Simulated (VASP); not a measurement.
**SiC: single point with PBE**

SiC:

```xyz
4
Lattice="3.0760 0.0000 0.0000 -1.5380 2.6639 0.0000 0.0000 0.0000 5.0480" Properties=species:S:1:pos:R:3 pbc="T T T"
Si    1.5380    0.8880    2.5240
Si    0.0000    1.7759    0.0000
C     1.5380    0.8880    4.4675
C     0.0000    1.7759    1.9435
```

* Program: VASP 6.6.1
* Task: single point
* Functional: PBE
* Potentials or basis: VASP PAW PBE potentials, release 64 (Si, C)
* Cutoff: 520 eV
* k mesh: 7 × 7 × 4
* Occupations: fermi-dirac, width 0.05 eV
* Spin: no spin polarisation

| Property | Result |
| --- | --- |
| Pressure | 3.6 GPa |
| Largest force | 0.749 eV/Å |
| Band gap on the k mesh | 2.63 eV (least direct gap 4.13 eV) |

Forces on the atoms (eV/Å):
```
Si   0.000  0.000  0.749
Si   0.000  0.000  0.749
C    0.000  0.000 -0.749
C    0.000  0.000 -0.749
```

Stress tensor (GPa, compression positive):
```
5.28 0.00 0.00
0.00 5.28 0.00
0.00 0.00 0.37
```

Levels at points of the mesh, in eV from the valence-band top:
```tsv
k point	band 6	band 7	band 8	band 9	band 10	band 11
(0.00, 0.00, 0.00)	-0.28	-0.28	0.00	4.62	6.03	6.50
(0.00, 0.00, 0.50)	-0.97	-0.97	-0.97	5.71	5.71	7.17
```

Run time: 14 s on 1 thread of Intel Xeon 8259CL (shared host), peak memory 0.15 GiB.

Caveat: the cell stands under pressure; an odd mesh through Γ misses points on the zone boundary, where band edges can lie. PBE gaps usually lie below the measured ones, often by a third to a half.
